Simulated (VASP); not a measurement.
Here is a VASP 6.6.1 calculation.

Contents of INCAR:

```
ALGO     = Normal         # electronic algorithm
EDIFF    = 1E-6           # SCF threshold, eV
ENCUT    = 520            # plane-wave cutoff, eV
GGA      = PE             # functional
ISIF     = 2              # what is computed and relaxed
ISMEAR   = 0              # smearing method
LASPH    = True           # aspherical terms in the spheres
LCHARG   = False          # write CHGCAR
LREAL    = False          # projectors in reciprocal space
LWAVE    = False          # write WAVECAR
NBANDS   = 34             # bands
NELM     = 80             # most SCF steps
PREC     = Accurate       # precision mode
SIGMA    = 0.2            # smearing width, eV
```

The input KPOINTS:

```
k-points
0
Gamma
  6 6 2
```

The input POSCAR:

```
Y3Mg2I2
1.0
    4.7614771406     -0.0001798335      0.0048232456
   -2.3808915049      4.1241752275      0.0070759184
   -0.0100860345     -0.0197339582     10.9802396784
Y Mg I
3 2 2
Direct
    0.0000753691      0.0001008688      0.3310704305
   -0.0001823434     -0.0003329500      0.6689350686
    0.0000824239      0.0001767693      0.0000173384
    0.3333198666      0.6666205740      0.4900980780
    0.6665567706      0.3331099599      0.5098860686
    0.3334615629      0.6669526935     -0.1475086181
    0.6666863502      0.3333720843      0.1475016340
```

Potentials or basis: VASP PAW PBE potentials, release 64 (Y_sv, Mg, I).

Command:

```bash
$ cat potpaw_PBE.64/Y_sv/POTCAR potpaw_PBE.64/Mg/POTCAR potpaw_PBE.64/I/POTCAR > POTCAR
$ mpirun -np 1 vasp_std > vasp.out
```

Task: Predict the band gap on the k mesh.

Result: Zero (an odd number of electrons rules out a gap without spin polarisation).

Task: What does it give for the pressure?

Result: 0.0 GPa.

Task: What does it give for the largest force?

Result: 0.005 eV/Å.

Forces in eV/Å, atoms in the order of the input:
```
Y    0.000  0.000  0.005
Y    0.000  0.001 -0.005
Y    0.000  0.000 -0.001
Mg   0.000 -0.003  0.000
Mg   0.000  0.003  0.001
I    0.000 -0.002  0.003
I    0.000  0.001 -0.003
```

Caveat: spin-orbit coupling is left out, which moves the levels of the heavy elements; an odd number of electrons without spin polarisation forces a metal; a magnetic or distorted state may lie lower.
